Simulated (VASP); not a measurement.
Ga7P8 (a cell with a defect), 15 atoms in the cell. The cell holds a defect, 15 atoms: a = 7.785 Å, b = 7.785 Å, c = 7.785 Å, α = 60.00°, β = 60.00°, γ = 60.00°.  This cell differs from its parent crystal: atoms taken out, then relaxed in part.

* Program: VASP 6.6.1
* Task: single point
* Functional: PBE
* Potentials or basis: VASP PAW PBE potentials, release 64 (Ga_d, P)
* Cutoff: 520 eV
* k mesh: 3 × 3 × 3
* Occupations: gaussian, width 0.01 eV
* Spin: collinear spin
* Starting moments: [0.0, 0.0, 0.0, 0.0, 0.0, 0.0, 0.0, 0.25, 0.0, 0.0, 0.0, 0.25, 0.25, 0.25, 0.0] μB
* Dipole correction: no
* Charge: -2
* Further INCAR settings: LREAL = Auto; ALGO = Normal; EDIFF = 1e-07; NBANDS = 82; NELECT = 133.0

Potentials or basis: VASP PAW PBE potentials, release 64 (Ga_d, P).

Run with:

```console
$ cat potpaw_PBE.64/Ga_d/POTCAR potpaw_PBE.64/P/POTCAR > POTCAR
$ mpirun -np 1 vasp_std > vasp.out
```

Hardware: 1 thread of Intel(R) Xeon(R) Platinum 8375C CPU @ 2.90GHz (Ice Lake) (shared host).

Q: Estimate the wall time of this run.

A: It took 8.1 min on 1 thread of Intel(R) Xeon(R) Platinum 8375C CPU @ 2.90GHz (Ice Lake), on a shared host, peak memory 0.69 GiB. Counts: scf iterations 16, k points 4.
